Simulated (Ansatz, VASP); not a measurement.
# Ag3Os: VASP beside Ansatz

INCAR

```
ALGO = Fast ; EDIFF = 1E-7
EDIFFG = -0.01 ; ENCUT = 600
GGA = PE ; IBRION = 2
ISIF = 3 ; ISMEAR = 0
LASPH = True ; LCHARG = False
LREAL = False ; LWAVE = False
NELM = 80 ; NSW = 100
PREC = Accurate ; SIGMA = 0.1
```

Contents of KPOINTS:

```
k-points
0
Gamma
  12 12 12
```

File POSCAR:

```
Ag3Os
1.0
    4.0667303410      0.0000000000      0.0000000000
    0.0000000000      4.0667303410      0.0000000000
    0.0000000000      0.0000000000      4.0667303410
Ag Os
3 1
Direct
    0.0000000000      0.5000000000      0.5000000000
    0.5000000000      0.0000000000      0.5000000000
    0.5000000000      0.5000000000      0.0000000000
    0.0000000000      0.0000000000      0.0000000000
```

Input for Ansatz:

```yaml
crystal:
  lattice:
    - [4.066730341, 0.0, 0.0]
    - [0.0, 4.066730341, 0.0]
    - [0.0, 0.0, 4.066730341]
  atoms:
    - { symbol: Ag, position: [0.0, 0.5, 0.5] }
    - { symbol: Ag, position: [0.5, 0.0, 0.5] }
    - { symbol: Ag, position: [0.5, 0.5, 0.0] }
    - { symbol: Os, position: [0.0, 0.0, 0.0] }
basis:
  ecutwfc: 420
kpoints:
  mp_grid: { grid: [12, 12, 12] }
hamiltonian:
  xc: pbe
scf:
  occupations: { method: gaussian, width: 0.1 }
output:
  forces: true
  stress: true
  eigenvalues: true
  write_density: true
  write_potential: true
  elf: true
  volumetric_format: npy
relax:
  adjacent_minimum: "off"
  f_tol: 0.01
  max_steps: 80
  cell: { stress_tol: 0.05 }
```

Alike in both runs: task relaxation of cell and atoms; functional PBE; k mesh 12 × 12 × 12; occupations gaussian, width 0.1 eV; no spin polarisation.

|  | VASP | Ansatz |
| --- | --- | --- |
| version | VASP 6.6.1 | Ansatz 0.2.0 |
| potentials or method | VASP PAW PBE potentials, release 64 (Ag, Os), cutoff 600 eV | scalar-relativistic, plane waves, PAW |
| valence electrons in the cell | 41 | 73 |

Ansatz gave:

| Quantity | Value |
| --- | --- |
| gap on the k mesh at the Fermi level, each at its own relaxed structure (eV) | none |
| relaxed volume (Å³/atom) | 16.75 |
| relaxed cell length with the largest relative difference (Å) | 4.061 |

Question: What did VASP give for the same quantities?

Answer: gap on the k mesh at the Fermi level, each at its own relaxed structure (eV): none; relaxed volume (Å³/atom): 16.72; relaxed cell length with the largest relative difference (Å): 4.059.

A gap of «none» marks a metal or a gap that the smearing closes. VASP's potentials hold 41 valence electrons a cell and Ansatz's 73, so a difference there can come from the potentials and not from the codes.

Neither program's run includes spin-orbit coupling.
